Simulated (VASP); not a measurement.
# KTaO3 (Pm-3m) in VASP: further runs

Aim: see how the results for KTaO3 move with the level of theory and the settings. Levels: r2SCAN, PBE. Tasks: single point.

Program: VASP 6.6.1. These are calculated values, not measurements. Logs are shortened: lines on timing, memory, paths and dates and some standing lists are left out, and cuts for length are marked.

## (1) The cell of the first run

It takes space group Pm-3m (No. 221, cubic). The conventional cell has a = 3.990 Å, b = 3.990 Å, c = 3.990 Å, α = 90.00°, β = 90.00°, γ = 90.00°. K (site symmetry m-3m) has 12 O at 2.82 Å and 8 Ta at 3.46 Å within 3.7 Å. Within 2.6 Å of Ta (site symmetry m-3m) lie 6 O at 2.00 Å. O (site symmetry 4/mmm) has 2 Ta at 2.00 Å within 2.6 Å.

## (2) Single point, r2SCAN

Input file POSCAR:

```
KTaO3
1.0
    3.9901311116      0.0000000000      0.0000000000
    0.0000000000      3.9901311116      0.0000000000
    0.0000000000      0.0000000000      3.9901311116
K Ta O
1 1 3
Direct
    0.0000000000      0.0000000000      0.0000000000
    0.5000000000      0.5000000000      0.5000000000
    0.5000000000      0.5000000000      0.0000000000
    0.5000000000      0.0000000000      0.5000000000
    0.0000000000      0.5000000000      0.5000000000
```

Input file INCAR.step1:

```
SYSTEM = KTaO3
ALGO     = Normal         ! electronic algorithm
EDIFF    = 1E-4           ! SCF threshold, eV
ENCUT    = 520            ! plane-wave cutoff, eV
GGA      = PE             ! functional
ISMEAR   = 0              ! smearing method
LASPH    = .TRUE.         ! aspherical terms in the spheres
LCHARG   = .FALSE.        ! write CHGCAR
LREAL    = .FALSE.        ! projectors in reciprocal space
LWAVE    = .TRUE.         ! write WAVECAR
NBANDS   = 27             ! bands
NELM     = 60             ! most SCF steps
PREC     = Accurate       ! precision mode
SIGMA    = 0.01           ! smearing width, eV
```

Input file INCAR.step2:

```
SYSTEM = KTaO3
ALGO     = Normal         ! electronic algorithm
EDIFF    = 1E-6           ! SCF threshold, eV
ENCUT    = 520            ! plane-wave cutoff, eV
ISIF     = 2              ! what is computed and relaxed
ISMEAR   = 0              ! smearing method
ISTART   = 1            
LASPH    = .TRUE.         ! aspherical terms in the spheres
LCHARG   = .FALSE.        ! write CHGCAR
LMIXTAU  = .TRUE.       
LREAL    = .FALSE.        ! projectors in reciprocal space
LWAVE    = .FALSE.        ! write WAVECAR
METAGGA  = R2SCAN         ! meta-GGA
NBANDS   = 27             ! bands
NELM     = 60             ! most SCF steps
PREC     = Accurate       ! precision mode
SIGMA    = 0.01           ! smearing width, eV
```

Input file KPOINTS:

```
k-points
0
G
  6 6 6
  0 0 0
```

Potentials or basis: VASP PAW PBE potentials, release 64 (K_sv, Ta_pv, O).

The run is started by

```sh
$ cat potpaw_PBE.64/K_sv/POTCAR potpaw_PBE.64/Ta_pv/POTCAR potpaw_PBE.64/O/POTCAR > POTCAR
$ cp INCAR.step1 INCAR
$ mpirun -np 1 vasp_std > vasp.out
$ cp INCAR.step2 INCAR
$ mpirun -np 1 vasp_std > vasp.out
```

OUTCAR:

```text
SYSTEM = KTaO3
   EDIFF = 1E-6
   ENCUT = 520
   ISIF = 2
   ISMEAR = 0
   ISTART = 1
   LASPH = .TRUE.
   LREAL = .FALSE.
   METAGGA = R2SCAN
   NELM = 60
   PREC = Accurate

 ion  position               nearest neighbor table
   1  0.000  0.000  0.000-   3 2.82   4 2.82   5 2.82   4 2.82   5 2.82   3 2.82   5 2.82   5 2.82
                             3 2.82   4 2.82   4 2.82   3 2.82   2 3.46   2 3.46   2 3.46   2 3.46
   2  0.500  0.500  0.500-   3 2.00   4 2.00   5 2.00   3 2.00   4 2.00   5 2.00   1 3.46   1 3.46
                             1 3.46   1 3.46   1 3.46   1 3.46   1 3.46   1 3.46
   3  0.500  0.500  0.000-   2 2.00   2 2.00   1 2.82   1 2.82   1 2.82   1 2.82
   4  0.500  0.000  0.500-   2 2.00   2 2.00   1 2.82   1 2.82   1 2.82   1 2.82
   5  0.000  0.500  0.500-   2 2.00   2 2.00   1 2.82   1 2.82   1 2.82   1 2.82

  LATTYP: Found a simple cubic cell.
 ALAT       =     3.9901311116

  Lattice vectors:

 A1 = (   3.9901311116,   0.0000000000,   0.0000000000)
 A2 = (   0.0000000000,   3.9901311116,   0.0000000000)
 A3 = (   0.0000000000,   0.0000000000,   3.9901311116)

Analysis of symmetry for initial positions (statically):
=====================================================================
 Subroutine PRICEL returns:
 Original cell was already a primitive cell.

 Routine SETGRP: Setting up the symmetry group for a
 simple cubic supercell.

 Subroutine GETGRP returns: Found 48 space group operations
 (whereof 48 operations were pure point group operations)
 out of a pool of 48 trial point group operations.

The static configuration has the point symmetry O_h .

Analysis of symmetry for dynamics (positions and initial velocities):
=====================================================================
 Subroutine PRICEL returns:
 Original cell was already a primitive cell.

 Routine SETGRP: Setting up the symmetry group for a
 simple cubic supercell.

 Subroutine GETGRP returns: Found 48 space group operations
 (whereof 48 operations were pure point group operations)
 out of a pool of 48 trial point group operations.

The dynamic configuration has the point symmetry O_h .

 Subroutine INISYM returns: Found 48 space group operations
 (whereof 48 operations are pure point group operations),
 and found     1 'primitive' translations

----------------------------------------------------------------------------------------

                                     Primitive cell

  volume of cell :      63.5275

  direct lattice vectors                    reciprocal lattice vectors
     3.990131112  0.000000000  0.000000000     0.250618331  0.000000000  0.000000000
     0.000000000  3.990131112  0.000000000     0.000000000  0.250618331  0.000000000
     0.000000000  0.000000000  3.990131112     0.000000000  0.000000000  0.250618331

  length of vectors
     3.990131112  3.990131112  3.990131112     0.250618331  0.250618331  0.250618331

  position of ions in fractional coordinates (direct lattice)
     0.000000000  0.000000000  0.000000000
     0.500000000  0.500000000  0.500000000
     0.500000000  0.500000000  0.000000000
     0.500000000  0.000000000  0.500000000
     0.000000000  0.500000000  0.500000000

  ion indices of the primitive-cell ions
   primitive index   ion index
                 1           1
                 2           2
                 3           3
                 4           4
                 5           5

----------------------------------------------------------------------------------------

 KPOINTS: k-points

Automatic generation of k-mesh.
 Grid dimensions read from file:
 generate k-points for:    6    6    6

 Generating k-lattice:

  Cartesian coordinates                     Fractional coordinates (reciprocal lattice)
     0.041769722  0.000000000  0.000000000     0.166666667  0.000000000  0.000000000
     0.000000000  0.041769722  0.000000000     0.000000000  0.166666667  0.000000000
     0.000000000  0.000000000  0.041769722     0.000000000  0.000000000  0.166666667

  Length of vectors
     0.041769722  0.041769722  0.041769722

  Shift w.r.t. Gamma in fractional coordinates (k-lattice)
     0.000000000  0.000000000  0.000000000

 Subroutine IBZKPT returns following result:
 ===========================================

 Found     20 irreducible k-points:

 Following reciprocal coordinates:
            Coordinates               Weight
  0.000000  0.000000  0.000000      1.000000
  0.166667  0.000000  0.000000      6.000000
  0.333333  0.000000  0.000000      6.000000
  0.500000  0.000000  0.000000      3.000000
  0.166667  0.166667  0.000000     12.000000
  0.333333  0.166667  0.000000     24.000000
[... 12 lines left out ...]
  0.500000  0.500000  0.333333      6.000000
  0.500000  0.500000  0.500000      1.000000
   k-points           NKPTS =     20   k-points in BZ     NKDIM =     20   number of bands    NBANDS=     27
   number of dos      NEDOS =    301   number of ions     NIONS =      5
   total plane-waves  NPLWV =  27000
   dimension x,y,z NGX =    30 NGY =   30 NGZ =   30
   dimension x,y,z NGXF=    60 NGYF=   60 NGZF=   60
   ions per type =               1   1   3
   NGX,Y,Z   is equivalent  to a cutoff of  12.50, 12.50, 12.50 a.u.
   NGXF,Y,Z  is equivalent  to a cutoff of  25.00, 25.00, 25.00 a.u.
 SYSTEM =  KTaO3
   PREC   = accura    normal or accurate (medium, high low for compatibility)
   ISTART =      1    job   : 0-new  1-cont  2-samecut
   ICHARG =      0    charge: 1-file 2-atom 10-const
   ISPIN  =      1    spin polarized calculation?
   LNONCOLLINEAR =      F non collinear calculations
   LSORBIT =      F    spin-orbit coupling
   LASPH  =      T    aspherical Exc in radial PAW
   ENCUT  =  520.0 eV  38.22 Ry    6.18 a.u.   7.42  7.42  7.42*2*pi/ulx,y,z
   NELM   =     60;   NELMIN=  2; NELMDL=  0     # of ELM steps
   EDIFF  = 0.1E-05   stopping-criterion for ELM
   LREAL  =      F    real-space projection
   EDIFFG = 0.1E-04   stopping-criterion for IOM
   NSW    =      0    number of steps for IOM
   IBRION =     -1    ionic relax: 0-MD 1-quasi-New 2-CG
   NFREE  =      0    steps in history (QN), initial steepest desc. (CG)
   ISIF   =      2    stress and relaxation
   ISYM   =      2    0-nonsym 1-usesym 2-fastsym
   POTIM  = 0.5000    time-step for ionic-motion
   TEBEG  =    0.0;   TEEND  =   0.0 temperature during run
   PSTRESS=    0.0 pullay stress
   NELECT =      38.0000    total number of electrons
   NUPDOWN=      -1.0000    fix difference up-down
   EMIN   =  10.00;   EMAX   =-10.00  energy-range for DOS
   EFERMI =   0.00;   METHOD = LEGACY
   ISMEAR =     0;   SIGMA  =   0.01  broadening in eV -4-tet -1-fermi 0-gaus
   EFERMI_NEDOS =   21; number of points for ismear=-14 and -15
   IALGO  =     38    algorithm
   IMIX   =      4    mixing-type and parameters
     AMIX     =   0.40;   BMIX     =  1.00
     AMIX_MAG =   1.60;   BMIX_MAG =  1.00
  volume/ion in A,a.u.               =      12.71        85.74
  Fermi-wavevector in a.u.,A,eV,Ry     =   1.379375  2.606640 25.887452  1.902674
  Thomas-Fermi vector in A             =   2.504350
   LORBIT       =      0    0 simple, 1 ext, 2 COOP (PROOUT), +10 PAW based schemes
   METAGGA = R2SCAN    functional components
   LHFCALC =     F    Hartree Fock is set to
   AEXX    =    0.0000 exact exchange contribution
   IVDW    =     0    specifies the selected vdW correction
   LEPSILON=     F    determine dielectric tensor
   LRPA    =     F    only Hartree local field effects (RPA)
 non-spin polarized calculation
 Gauss-broadening in eV      SIGMA  =   0.01
  energy-cutoff  :      520.00
  volume of cell :       63.53
 maximum number of plane-waves:      1743
 NGX is ok and might be reduce to    30
   NGX = 15   NGY = 15   NGZ = 15

 number of electron      37.9999976 magnetization

 Free energy of the ion-electron system (eV)
  ---------------------------------------------------
  ext. energy  EPLUGINS =         0.00000000
  ---------------------------------------------------
  free energy    TOTEN  =       -87.16250019 eV

  energy without entropy =      -87.16250019  energy(sigma->0) =      -87.16250019

 E-fermi :   1.5486     XC(G=0): -11.5497

 val. band max:        1.4103847351   @ k =   0.5000   0.5000   0.5000
 cond. band min:       4.0049334901   @ k =   0.0000   0.0000   0.0000
 fundamental gap:      2.5945487550
 Fermi energy:         1.5485724598

 k-point     1 :       0.0000    0.0000    0.0000
  band No.  band energies     occupation
      1     -33.8759      2.00000
      2     -33.8759      2.00000
      3     -33.8759      2.00000
      4     -27.0405      2.00000
      5     -17.1366      2.00000
      6     -16.4685      2.00000
[... 19 lines left out ...]
     26      10.0431      0.00000
     27      10.0431      0.00000

 k-point     2 :       0.1667    0.0000    0.0000
  band No.  band energies     occupation
      1     -33.9013      2.00000
      2     -33.8750      2.00000
      3     -33.8750      2.00000
      4     -27.0337      2.00000
      5     -17.0671      2.00000
      6     -16.4629      2.00000
[... 19 lines left out ...]
     26      10.3970      0.00000
     27      10.4592      0.00000

 k-point     3 :       0.3333    0.0000    0.0000
  band No.  band energies     occupation
      1     -33.9513      2.00000
      2     -33.8733      2.00000
      3     -33.8733      2.00000
      4     -27.0202      2.00000
      5     -17.0282      2.00000
      6     -16.4522      2.00000
[... 19 lines left out ...]
     26      11.1488      0.00000
     27      12.0098      0.00000

 k-point     4 :       0.5000    0.0000    0.0000
  band No.  band energies     occupation
      1     -33.9760      2.00000
      2     -33.8724      2.00000
      3     -33.8724      2.00000
      4     -27.0134      2.00000
      5     -17.0329      2.00000
      6     -16.4463      2.00000
[... 19 lines left out ...]
     26      11.5547      0.00000
     27      12.6406      0.00000
[... 396 lines left out ...]
      4     -26.9922      2.00000
      5     -15.9485      2.00000
      6     -15.7734      2.00000
[... 19 lines left out ...]
     26      13.1988      0.00000
     27      13.3778      0.00000

 k-point    19 :       0.5000    0.5000    0.3333
  band No.  band energies     occupation
      1     -33.9685      2.00000
      2     -33.9685      2.00000
      3     -33.9432      2.00000
      4     -26.9885      2.00000
      5     -15.8441      2.00000
      6     -15.5357      2.00000
[... 19 lines left out ...]
     26      12.5223      0.00000
     27      13.4822      0.00000

 k-point    20 :       0.5000    0.5000    0.5000
  band No.  band energies     occupation
      1     -33.9675      2.00000
      2     -33.9675      2.00000
      3     -33.9675      2.00000
      4     -26.9848      2.00000
      5     -15.5166      2.00000
      6     -15.5166      2.00000
[... 19 lines left out ...]
     26      13.2673      0.00000
     27      14.3184      0.00000

------------------------ aborting loop because EDIFF is reached ----------------------------------------

  FORCE on cell =-STRESS in cart. coord.  units (eV):
  Direction    XX          YY          ZZ          XY          YZ          ZX
  --------------------------------------------------------------------------------------
  -------------------------------------------------------------------------------------
  Total        0.3681903      0.3681903      0.3681903      0.0000000     -0.0000000      0.0000000
  in kB        9.2858448      9.2858448      9.2858448      0.0000000     -0.0000000      0.0000000
  external PRESSURE =       9.2858448 kB  Pullay stress =       0.0000000 kB

 VOLUME and BASIS-vectors are now :
 -----------------------------------------------------------------------------
  energy-cutoff  :      520.00
  volume of cell :       63.53
      direct lattice vectors                 reciprocal lattice vectors
     3.990131112  0.000000000  0.000000000     0.250618331  0.000000000  0.000000000
     0.000000000  3.990131112  0.000000000     0.000000000  0.250618331  0.000000000
     0.000000000  0.000000000  3.990131112     0.000000000  0.000000000  0.250618331

 POSITION                                       TOTAL-FORCE (eV/Angst)
 -----------------------------------------------------------------------------------
      0.00000      0.00000      0.00000         0.000000      0.000000      0.000000
      1.99507      1.99507      1.99507         0.000000      0.000000      0.000000
      1.99507      1.99507      0.00000         0.000000      0.000000      0.000000
      1.99507      0.00000      1.99507         0.000000      0.000000      0.000000
      0.00000      1.99507      1.99507         0.000000      0.000000      0.000000
 -----------------------------------------------------------------------------------
    total drift:                                0.000000      0.000000     -0.000000

  FREE ENERGIE OF THE ION-ELECTRON SYSTEM (eV)
  ---------------------------------------------------
  free  energy   TOTEN  =       -87.1625001906 eV

  energy  without entropy=      -87.1625001906  energy(sigma->0) =      -87.16250019
```

Wall time 85 s (1 thread of Intel Xeon 6975P-C (Granite Rapids), shared host); peak memory 0.18 GiB.

What came out:

* Free energy: -87.1625 eV
* Pressure: 0.9 GPa
* Band gap on the k mesh: 2.59 eV, indirect (least direct gap 3.25 eV)

Levels at points of the mesh, in eV from the valence-band top:
```csv
k point,band 17,band 18,band 19,band 20,band 21,band 22
"(0.00, 0.00, 0.00)",-0.65,-0.65,-0.65,2.59,2.59,2.59
"(0.50, 0.00, 0.00)",-1.54,-0.89,-0.89,2.75,5.43,5.43
"(0.50, 0.50, 0.00)",-1.46,-1.46,-0.04,5.46,5.46,6.77
"(0.50, 0.50, 0.50)",0.00,0.00,0.00,6.91,6.91,6.91
```

Caveat: the PAW data sets were made with another functional, which shifts forces and pressure a little; spin-orbit coupling is left out, which moves the levels of the heavy elements. A k mesh can miss the band edges.

## (3) Single point, r2SCAN (volume changed by +3%)

Edit POSCAR of step 2 so:

```diff
@@ -2,5 +2,5 @@
 1.0
-    3.9901311116      0.0000000000      0.0000000000
-    0.0000000000      3.9901311116      0.0000000000
-    0.0000000000      0.0000000000      3.9901311116
+    4.0296399297      0.0000000000      0.0000000000
+    0.0000000000      4.0296399297      0.0000000000
+    0.0000000000      0.0000000000      4.0296399297
 K Ta O
```

Input file INCAR.step1:

```
PREC = Accurate
ENCUT = 520
ISMEAR = 0
SIGMA = 0.01
LREAL = False
LASPH = True
NELM = 60
NBANDS = 27
GGA = PE
ALGO = Normal
EDIFF = 1E-4
LWAVE = True
LCHARG = False
```

Input file INCAR.step2:

```
PREC = Accurate
ENCUT = 520
EDIFF = 1E-6
ISMEAR = 0
SIGMA = 0.01
LREAL = False
LASPH = True
NELM = 60
ALGO = Normal
ISIF = 2
LWAVE = False
LCHARG = False
METAGGA = R2SCAN
LMIXTAU = True
NBANDS = 27
ISTART = 1
```

Input file KPOINTS:

```
regular mesh
0
Gamma
  6 6 6
```

Potentials or basis: VASP PAW PBE potentials, release 64 (K_sv, Ta_pv, O).

The run is started by

```sh
$ cat potpaw_PBE.64/K_sv/POTCAR potpaw_PBE.64/Ta_pv/POTCAR potpaw_PBE.64/O/POTCAR > POTCAR
$ cp INCAR.step1 INCAR
$ mpirun -np 1 vasp_std > vasp.out
$ cp INCAR.step2 INCAR
$ mpirun -np 1 vasp_std > vasp.out
```

Run time: 91 s. Hardware: 1 thread of Intel Xeon 6975P-C (Granite Rapids), shared host; peak memory 0.18 GiB.

It converged, with:

```
Free energy            : -87.1397 eV
Pressure               : -5.0 GPa
Band gap on the k mesh : 2.52 eV, indirect (least direct gap 3.18 eV)
```

Levels at points of the mesh, in eV from the valence-band top:
| k point | band 15 | band 16 | band 17 | band 18 | band 19 | band 20 | band 21 | band 22 | band 23 | band 24 |
| --- | --- | --- | --- | --- | --- | --- | --- | --- | --- | --- |
| (0.00, 0.00, 0.00) | -1.05 | -1.05 | -0.66 | -0.66 | -0.66 | 2.52 | 2.52 | 2.52 | 6.71 | 6.71 |
| (0.50, 0.00, 0.00) | -2.39 | -2.09 | -1.47 | -0.88 | -0.88 | 2.66 | 5.22 | 5.22 | 6.74 | 8.67 |
| (0.50, 0.50, 0.00) | -2.72 | -1.79 | -1.43 | -1.43 | -0.04 | 5.25 | 5.25 | 6.51 | 7.70 | 10.69 |
| (0.50, 0.50, 0.50) | -3.86 | -3.86 | 0.00 | 0.00 | 0.00 | 6.63 | 6.63 | 6.63 | 9.57 | 9.57 |

Caveat: the PAW data sets were made with another functional, which shifts forces and pressure a little; spin-orbit coupling is left out, which moves the levels of the heavy elements.

(Continued in part 2 of 2.)
